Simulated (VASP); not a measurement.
FeNi3, 4 atoms in the cell. The structure is cubic, space group Pm-3m (No. 221). The conventional cell has a = 3.402 Å, b = 3.402 Å, c = 3.402 Å, α = 90.00°, β = 90.00°, γ = 90.00°. Ni (site symmetry 4/mmm) has 8 Ni at 2.41 Å and 4 Fe at 2.41 Å within 3.2 Å. Within 3.2 Å of Fe (site symmetry m-3m) lie 12 Ni at 2.41 Å. 

* Program: VASP 6.6.1
* Task: single point
* Functional: PBEsol
* Potentials or basis: VASP PAW PBE potentials, release 64 (Ni, Fe)
* Cutoff: 520 eV
* k mesh: 8 × 8 × 8
* Occupations: fermi-dirac, width 0.05 eV
* Spin: collinear spin, ferromagnetic start
* Starting moments: [1.0, 1.0, 1.0, 3.0] μB
* Dipole correction: no
* Further INCAR settings: ALGO = Normal; EDIFF = 1e-07; NBANDS = 31

Potentials or basis: VASP PAW PBE potentials, release 64 (Ni, Fe).

The run is started by

```console
$ cat potpaw_PBE.64/Ni/POTCAR potpaw_PBE.64/Fe/POTCAR > POTCAR
$ mpirun -np 1 vasp_std > vasp.out
```

Hardware: 1 thread of Oxide Virtual Turin-like Processor (shared host).

Task: Estimate the wall time of this run.

Result: It took 110 s on 1 thread of Oxide Virtual Turin-like Processor, on a shared host, peak memory 0.17 GiB. Counts: scf iterations 18, k points 35.
